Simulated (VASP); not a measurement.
# GaN (F-43m) in VASP: further runs

Aim: see how the results for GaN move with the level of theory and the settings. Levels: r2SCAN50, PBE-based screened hybrid with 15 % exact exchange, PBE-based screened hybrid with 25 % exact exchange, B3LYP. Tasks: single point, relaxation of cell and atoms.

Program: VASP 6.6.1. These are calculated values, not measurements. Logs are shortened: lines on timing, memory, paths and dates and some standing lists are left out, and cuts for length are marked.

## 1. The cell of the first run

Symmetry: F-43m, No. 216, cubic system. Conventional cell: a = 4.507 Å, b = 4.507 Å, c = 4.507 Å, α = 90.00°, β = 90.00°, γ = 90.00°. Ga (site symmetry -43m) has 4 N at 1.95 Å within 2.6 Å. N (site symmetry -43m) has 4 Ga at 1.95 Å within 2.6 Å.

## 2. Single point, r2SCAN50

POSCAR reads:

```
GaN
1.0
    0.0000000000      2.2535006075      2.2535006075
    2.2535006075      0.0000000000      2.2535006075
    2.2535006075      2.2535006075      0.0000000000
Ga N
1 1
Direct
    0.0000000000      0.0000000000      0.0000000000
    0.2500000000      0.2500000000      0.2500000000
```

INCAR.step1 reads:

```
ALGO = Normal
EDIFF = 1E-5
ENCUT = 580
GGA = PE
GGA_COMPAT = F
ISIF = 2
ISMEAR = -1
LASPH = T
LCHARG = F
LREAL = F
LWAVE = T
NBANDS = 16
NELM = 120
PREC = Accurate
SIGMA = 0.05
```

INCAR.step2 reads:

```
AEXX = 0.5
ALGO = Normal
EDIFF = 1E-6
ENCUT = 580
GGA_COMPAT = F
ISIF = 2
ISMEAR = -1
ISTART = 1
LASPH = T
LCHARG = F
LHFCALC = T
LMIXTAU = T
LREAL = F
LWAVE = F
METAGGA = R2SCAN
NBANDS = 16
NELM = 120
PREC = Accurate
PRECFOCK = Normal
SIGMA = 0.05
```

KPOINTS reads:

```
k-points
0
Gamma
  5 5 5
```

Potentials or basis: VASP PAW PBE potentials, release 64 (Ga_d, N).

Command:

```bash
$ cat potpaw_PBE.64/Ga_d/POTCAR potpaw_PBE.64/N/POTCAR > POTCAR
$ cp INCAR.step1 INCAR
$ mpirun -np 1 vasp_std > vasp.out
$ cp INCAR.step2 INCAR
$ mpirun -np 1 vasp_std > vasp.out
```

OUTCAR:

```text
AEXX = 0.5
   EDIFF = 1E-6
   ENCUT = 580
   ISIF = 2
   ISMEAR = -1
   ISTART = 1
   LASPH = T
   LHFCALC = T
   LREAL = F
   METAGGA = R2SCAN
   NELM = 120
   PREC = Accurate
   PRECFOCK = Normal

 ion  position               nearest neighbor table
   1  0.000  0.000  0.000-   2 1.95   2 1.95   2 1.95   2 1.95
   2  0.250  0.250  0.250-   1 1.95   1 1.95   1 1.95   1 1.95

  LATTYP: Found a face centered cubic cell.
 ALAT       =     4.5070012150

  Lattice vectors:

 A1 = (   0.0000000000,   2.2535006075,   2.2535006075)
 A2 = (   2.2535006075,   0.0000000000,   2.2535006075)
 A3 = (   2.2535006075,   2.2535006075,   0.0000000000)

Analysis of symmetry for initial positions (statically):
=====================================================================
 Subroutine PRICEL returns:
 Original cell was already a primitive cell.

 Routine SETGRP: Setting up the symmetry group for a
 face centered cubic supercell.

 Subroutine GETGRP returns: Found 24 space group operations
 (whereof 24 operations were pure point group operations)
 out of a pool of 48 trial point group operations.

The static configuration has the point symmetry T_d .

Analysis of symmetry for dynamics (positions and initial velocities):
=====================================================================
 Subroutine PRICEL returns:
 Original cell was already a primitive cell.

 Routine SETGRP: Setting up the symmetry group for a
 face centered cubic supercell.

 Subroutine GETGRP returns: Found 24 space group operations
 (whereof 24 operations were pure point group operations)
 out of a pool of 48 trial point group operations.

The dynamic configuration has the point symmetry T_d .

 Subroutine INISYM returns: Found 24 space group operations
 (whereof 24 operations are pure point group operations),
 and found     1 'primitive' translations

----------------------------------------------------------------------------------------

                                     Primitive cell

  volume of cell :      22.8877

  direct lattice vectors                    reciprocal lattice vectors
     0.000000000  2.253500607  2.253500607    -0.221877020  0.221877020  0.221877020
     2.253500607  0.000000000  2.253500607     0.221877020 -0.221877020  0.221877020
     2.253500607  2.253500607  0.000000000     0.221877020  0.221877020 -0.221877020

  length of vectors
     3.186931122  3.186931122  3.186931122     0.384302272  0.384302272  0.384302272

  position of ions in fractional coordinates (direct lattice)
     0.000000000  0.000000000  0.000000000
     0.250000000  0.250000000  0.250000000

  ion indices of the primitive-cell ions
   primitive index   ion index
                 1           1
                 2           2

----------------------------------------------------------------------------------------

 KPOINTS: k-points

Automatic generation of k-mesh.
 Grid dimensions read from file:
 generate k-points for:    5    5    5

 Generating k-lattice:

  Cartesian coordinates                     Fractional coordinates (reciprocal lattice)
    -0.044375404  0.044375404  0.044375404     0.200000000  0.000000000  0.000000000
     0.044375404 -0.044375404  0.044375404     0.000000000  0.200000000  0.000000000
     0.044375404  0.044375404 -0.044375404     0.000000000  0.000000000  0.200000000

  Length of vectors
     0.076860454  0.076860454  0.076860454

  Shift w.r.t. Gamma in fractional coordinates (k-lattice)
     0.000000000  0.000000000  0.000000000

 Subroutine IBZKPT returns following result:
 ===========================================

 Found     10 irreducible k-points:

 Following reciprocal coordinates:
            Coordinates               Weight
  0.000000  0.000000  0.000000      1.000000
  0.200000  0.000000  0.000000      8.000000
  0.400000  0.000000  0.000000      8.000000
  0.200000  0.200000  0.000000      6.000000
  0.400000  0.200000  0.000000     24.000000
 -0.400000  0.200000  0.000000     24.000000
 -0.200000  0.200000  0.000000     12.000000
  0.400000  0.400000  0.000000      6.000000
 -0.400000  0.400000  0.000000     12.000000
 -0.400000  0.400000  0.200000     24.000000
   k-points           NKPTS =     10   k-points in BZ     NKDIM =    125   number of bands    NBANDS=     16
   number of dos      NEDOS =    301   number of ions     NIONS =      2
   total plane-waves  NPLWV =  21952
   dimension x,y,z NGX =    28 NGY =   28 NGZ =   28
   dimension x,y,z NGXF=    56 NGYF=   56 NGZF=   56
   ions per type =               1   1
   NGX,Y,Z   is equivalent  to a cutoff of  14.61, 14.61, 14.61 a.u.
   NGXF,Y,Z  is equivalent  to a cutoff of  29.21, 29.21, 29.21 a.u.
 SYSTEM =  unknown system
   PREC   = accura    normal or accurate (medium, high low for compatibility)
   ISTART =      1    job   : 0-new  1-cont  2-samecut
   ICHARG =      0    charge: 1-file 2-atom 10-const
   ISPIN  =      1    spin polarized calculation?
   LNONCOLLINEAR =      F non collinear calculations
   LSORBIT =      F    spin-orbit coupling
   LASPH  =      T    aspherical Exc in radial PAW
   ENCUT  =  580.0 eV  42.63 Ry    6.53 a.u.   6.26  6.26  6.26*2*pi/ulx,y,z
   NELM   =    120;   NELMIN=  2; NELMDL=  0     # of ELM steps
   EDIFF  = 0.1E-05   stopping-criterion for ELM
   LREAL  =      F    real-space projection
   EDIFFG = 0.1E-04   stopping-criterion for IOM
   NSW    =      0    number of steps for IOM
   IBRION =     -1    ionic relax: 0-MD 1-quasi-New 2-CG
   NFREE  =      0    steps in history (QN), initial steepest desc. (CG)
   ISIF   =      2    stress and relaxation
   ISYM   =      3    0-nonsym 1-usesym 2-fastsym
   POTIM  = 0.5000    time-step for ionic-motion
   TEBEG  =    0.0;   TEEND  =   0.0 temperature during run
   PSTRESS=    0.0 pullay stress
   NELECT =      18.0000    total number of electrons
   NUPDOWN=      -1.0000    fix difference up-down
   EMIN   =  10.00;   EMAX   =-10.00  energy-range for DOS
   EFERMI =   0.00;   METHOD = LEGACY
   ISMEAR =    -1;   SIGMA  =   0.05  broadening in eV -4-tet -1-fermi 0-gaus
   EFERMI_NEDOS =   21; number of points for ismear=-14 and -15
   IALGO  =     38    algorithm
   IMIX   =      1    mixing-type and parameters
     AMIX     =   0.40;   BMIX     =  1.00
     AMIX_MAG =   1.60;   BMIX_MAG =  1.00
  volume/ion in A,a.u.               =      11.44        77.23
  Fermi-wavevector in a.u.,A,eV,Ry     =   1.511117  2.855596 31.068543  2.283473
  Thomas-Fermi vector in A             =   2.621216
   LORBIT       =      0    0 simple, 1 ext, 2 COOP (PROOUT), +10 PAW based schemes
   METAGGA = R2SCAN    functional components
   LHFCALC =     T    Hartree Fock is set to
   PRECFOCK=normal    Normal, Fast or Accurate (Low or Medium for compatibility)
   ENCUT4O =  -1.0   cutoff for four orbital integrals eV
   NKREDX  =     1    reduce k-point grid by
   NKREDY  =     1    reduce k-point grid by
   NKREDZ  =     1    reduce k-point grid by
   AEXX    =    0.5000 exact exchange contribution
   HFSCREEN=    0.0000 screening length (either q_TF or 0.3 A-1)
   HFSCREENC=   0.0000 screening length for correlation (either q_TF or 0.3 A-1)
   ENCUTFOCK=  -1.0 apply spherical cutoff to Coloumb kernel
   IVDW    =     0    specifies the selected vdW correction
   LEPSILON=     F    determine dielectric tensor
   LRPA    =     F    only Hartree local field effects (RPA)
 non-spin polarized calculation
  energy-cutoff  :      580.00
  volume of cell :       22.89
 maximum number of plane-waves:       739
 NGX is ok and might be reduce to    28
  NGX = 20; NGY = 20; NGZ = 20

 number of electron      18.0000005 magnetization

 Free energy of the ion-electron system (eV)
  ---------------------------------------------------
  ext. energy  EPLUGINS =         0.00000000
  ---------------------------------------------------
  free energy    TOTEN  =       -24.42575008 eV

  energy without entropy =      -24.42575008  energy(sigma->0) =      -24.42575008

 E-fermi :   3.8834     XC(G=0):  -6.9280

 val. band max:        2.7396180077   @ k =   0.0000   0.0000   0.0000
 cond. band min:       8.7149137698   @ k =   0.0000   0.0000   0.0000
 fundamental gap:      5.9752957621
 Fermi energy:         3.8833653937

 k-point     1 :       0.0000    0.0000    0.0000
  band No.  band energies     occupation
      1     -16.4097      2.00000
      2     -15.2514      2.00000
      3     -15.2514      2.00000
      4     -15.2514      2.00000
      5     -14.9292      2.00000
      6     -14.9292      2.00000
[... 8 lines left out ...]
     15      26.7599      0.00000
     16      26.7599      0.00000

 k-point     2 :       0.2000    0.0000    0.0000
  band No.  band energies     occupation
      1     -16.2548      2.00000
      2     -15.2101      2.00000
      3     -15.2101      2.00000
      4     -14.9304      2.00000
      5     -14.9304      2.00000
      6     -14.7301      2.00000
[... 8 lines left out ...]
     15      24.4733      0.00000
     16      24.4733      0.00000

 k-point     3 :       0.4000    0.0000    0.0000
  band No.  band energies     occupation
      1     -16.2360      2.00000
      2     -15.1676      2.00000
      3     -15.1676      2.00000
      4     -14.9057      2.00000
      5     -14.9057      2.00000
      6     -13.1490      2.00000
[... 8 lines left out ...]
     15      26.9472      0.00000
     16      26.9472      0.00000

 k-point     4 :       0.2000    0.2000    0.0000
  band No.  band energies     occupation
      1     -16.2219      2.00000
      2     -15.1648      2.00000
      3     -15.1648      2.00000
      4     -15.0040      2.00000
      5     -14.9068      2.00000
      6     -14.5580      2.00000
[... 8 lines left out ...]
     15      28.8734      0.00000
     16      29.6176      0.00000

 k-point     5 :       0.4000    0.2000    0.0000
  band No.  band energies     occupation
      1     -16.2061      2.00000
      2     -15.1360      2.00000
      3     -15.1042      2.00000
      4     -14.9984      2.00000
      5     -14.8889      2.00000
      6     -13.2437      2.00000
[... 8 lines left out ...]
     15      28.3683      0.00000
     16      29.2652      0.00000

 k-point     6 :      -0.4000    0.2000    0.0000
  band No.  band energies     occupation
      1     -16.2168      2.00000
      2     -15.1487      2.00000
      3     -15.1033      2.00000
      4     -14.9447      2.00000
      5     -14.9129      2.00000
      6     -12.4204      2.00000
[... 8 lines left out ...]
     15      26.8227      0.00000
     16      28.3779      0.00000

 k-point     7 :      -0.2000    0.2000    0.0000
  band No.  band energies     occupation
      1     -16.2045      2.00000
      2     -15.1644      2.00000
      3     -15.1577      2.00000
      4     -14.9501      2.00000
      5     -14.9284      2.00000
      6     -13.7412      2.00000
[... 8 lines left out ...]
     15      25.7286      0.00000
     16      28.8472      0.00000

 k-point     8 :       0.4000    0.4000    0.0000
  band No.  band energies     occupation
      1     -16.2195      2.00000
      2     -15.0970      2.00000
      3     -15.0113      2.00000
      4     -15.0113      2.00000
      5     -14.8701      2.00000
      6     -12.5688      2.00000
[... 8 lines left out ...]
     15      30.7556      0.00000
     16      31.7739      0.00000

 k-point     9 :      -0.4000    0.4000    0.0000
  band No.  band energies     occupation
      1     -16.2189      2.00000
      2     -15.1040      2.00000
      3     -15.0098      2.00000
      4     -15.0088      2.00000
      5     -14.8876      2.00000
      6     -11.9506      2.00000
[... 8 lines left out ...]
     15      29.9330      0.00000
     16      31.6646      0.00000

 k-point    10 :      -0.4000    0.4000    0.2000
  band No.  band energies     occupation
      1     -16.2080      2.00000
      2     -15.1113      2.00000
      3     -15.0718      2.00000
      4     -14.9749      2.00000
      5     -14.9072      2.00000
      6     -12.1604      2.00000
[... 8 lines left out ...]
     15      27.5612      0.00000
     16      31.9823      0.00000

------------------------ aborting loop because EDIFF is reached ----------------------------------------

  FORCE on cell =-STRESS in cart. coord.  units (eV):
  Direction    XX          YY          ZZ          XY          YZ          ZX
  --------------------------------------------------------------------------------------
  -------------------------------------------------------------------------------------
  Total       -1.1052028     -1.1052028     -1.1052028      0.0000000      0.0000000      0.0000000
  in kB      -77.3658897    -77.3658897    -77.3658897      0.0000000      0.0000000      0.0000000
  external PRESSURE =     -77.3658897 kB  Pullay stress =       0.0000000 kB

 VOLUME and BASIS-vectors are now :
 -----------------------------------------------------------------------------
  energy-cutoff  :      580.00
  volume of cell :       22.89
      direct lattice vectors                 reciprocal lattice vectors
     0.000000000  2.253500607  2.253500607    -0.221877020  0.221877020  0.221877020
     2.253500607  0.000000000  2.253500607     0.221877020 -0.221877020  0.221877020
     2.253500607  2.253500607  0.000000000     0.221877020  0.221877020 -0.221877020

 POSITION                                       TOTAL-FORCE (eV/Angst)
 -----------------------------------------------------------------------------------
      0.00000      0.00000      0.00000        -0.000000     -0.000000     -0.000000
      1.12675      1.12675      1.12675         0.000000      0.000000      0.000000
 -----------------------------------------------------------------------------------
    total drift:                                0.000116      0.000000      0.000043

  FREE ENERGIE OF THE ION-ELECTRON SYSTEM (eV)
  ---------------------------------------------------
  free  energy   TOTEN  =       -24.4257500779 eV

  energy  without entropy=      -24.4257500779  energy(sigma->0) =      -24.42575008
```

Run time: 15 min. Hardware: 1 thread of Oxide Virtual Turin-like, shared host; peak memory 0.14 GiB.

What came out:

| Quantity | Value |
| --- | --- |
| Free energy | -24.4258 eV |
| Pressure | -7.7 GPa |
| Band gap on the k mesh | 5.98 eV |

Levels at points of the mesh, in eV from the valence-band top:
| k point | band 6 | band 7 | band 8 | band 9 | band 10 | band 11 | band 12 | band 13 |
| --- | --- | --- | --- | --- | --- | --- | --- | --- |
| (0.00, 0.00, 0.00) | -17.67 | 0.00 | 0.00 | 0.00 | 5.98 | 15.36 | 15.36 | 15.36 |

Caveat: the k points lie up to 0.48 Å⁻¹ apart; the PAW data sets were made with another functional, which shifts forces and pressure a little.

## 3. Single point, PBE-based screened hybrid with 15 % exact exchange

POSCAR is that of step 2.

INCAR.step1 reads:

```
ALGO = Normal ; EDIFF = 1E-5
ENCUT = 520 ; GGA = PE
ISIF = 2 ; ISMEAR = -1
LASPH = True ; LCHARG = False
LREAL = False ; LWAVE = True
NBANDS = 16 ; NELM = 80
PREC = Accurate ; SIGMA = 0.05
```

INCAR.step2 reads:

```
AEXX = 0.15 ; ALGO = Normal
EDIFF = 1E-6 ; ENCUT = 520
GGA = PE ; HFSCREEN = 0.2078699
ISIF = 2 ; ISMEAR = -1
ISTART = 1 ; LASPH = True
LCHARG = False ; LHFCALC = True
LREAL = False ; LWAVE = False
NBANDS = 16 ; NELM = 80
PREC = Accurate ; PRECFOCK = Normal
SIGMA = 0.05
```

KPOINTS reads:

```
k-points
0
Gamma
  6 6 6
```

Potentials or basis: VASP PAW PBE potentials, release 64 (Ga_d, N).

Command:

```bash
$ cat potpaw_PBE.64/Ga_d/POTCAR potpaw_PBE.64/N/POTCAR > POTCAR
$ cp INCAR.step1 INCAR
$ mpirun -np 1 vasp_std > vasp.out
$ cp INCAR.step2 INCAR
$ mpirun -np 1 vasp_std > vasp.out
```

It took 27 min on 1 thread of Oxide Virtual Turin-like, shared host; peak memory 0.22 GiB.

The run converged. Its results:

```yaml
Free_energy: -13.6782 eV
Pressure: 1.2 GPa
Band_gap_on_the_k_mesh: 2.46 eV
```

Levels at points of the mesh, in eV from the valence-band top:
```csv
k point,band 7,band 8,band 9,band 10,band 11,band 12
"(0.00, 0.00, 0.00)",0.00,0.00,0.00,2.46,11.26,11.26
"(0.50, 0.00, 0.00)",-7.35,-1.01,-1.01,5.49,9.74,11.28
"(0.50, 0.50, 0.00)",-6.40,-2.83,-2.83,4.00,7.55,12.82
```

Caveat: the PAW data sets were made with another functional, which shifts forces and pressure a little.

## 4. Single point, PBE-based screened hybrid with 25 % exact exchange

POSCAR is that of step 3.

INCAR.step1 reads:

```
PREC = Accurate
ENCUT = 520
EDIFF = 1E-5
ISMEAR = -1
SIGMA = 0.05
LREAL = F
LASPH = T
NELM = 60
ALGO = Normal
ISIF = 2
LWAVE = T
LCHARG = F
GGA = PE
NBANDS = 16
```

INCAR.step2 reads:

```
PREC = Accurate
ENCUT = 520
EDIFF = 1E-6
ISMEAR = -1
SIGMA = 0.05
LREAL = F
LASPH = T
NELM = 60
ALGO = Normal
ISIF = 2
LWAVE = F
LCHARG = F
GGA = PE
LHFCALC = T
AEXX = 0.25
HFSCREEN = 0.2078699
PRECFOCK = Normal
ISTART = 1
NBANDS = 16
```

KPOINTS reads:

```
Automatic mesh
0
Gamma
  6 6 6
```

Command:

```bash
$ cat potpaw_PBE.64/Ga_d/POTCAR potpaw_PBE.64/N/POTCAR > POTCAR
$ cp INCAR.step1 INCAR
$ mpirun -np 1 vasp_std > vasp.out
$ cp INCAR.step2 INCAR
$ mpirun -np 1 vasp_std > vasp.out
```

Run time: 31 min. Hardware: 1 thread of Oxide Virtual Turin-like, shared host; peak memory 0.22 GiB.

The run converged. Its results:

```yaml
Free_energy: -14.7379 eV
Pressure: -1.3 GPa
Band_gap_on_the_k_mesh: 2.98 eV
```

Levels at points of the mesh, in eV from the valence-band top:
| k point | band 7 | band 8 | band 9 | band 10 | band 11 | band 12 |
| --- | --- | --- | --- | --- | --- | --- |
| (0.00, 0.00, 0.00) | 0.00 | 0.00 | 0.00 | 2.98 | 11.91 | 11.91 |
| (0.50, 0.00, 0.00) | -7.54 | -1.04 | -1.04 | 6.08 | 10.42 | 11.90 |
| (0.50, 0.50, 0.00) | -6.57 | -2.91 | -2.91 | 4.45 | 8.15 | 13.58 |

Caveat: the PAW data sets were made with another functional, which shifts forces and pressure a little.

(Part 1 of 2 ends here.)
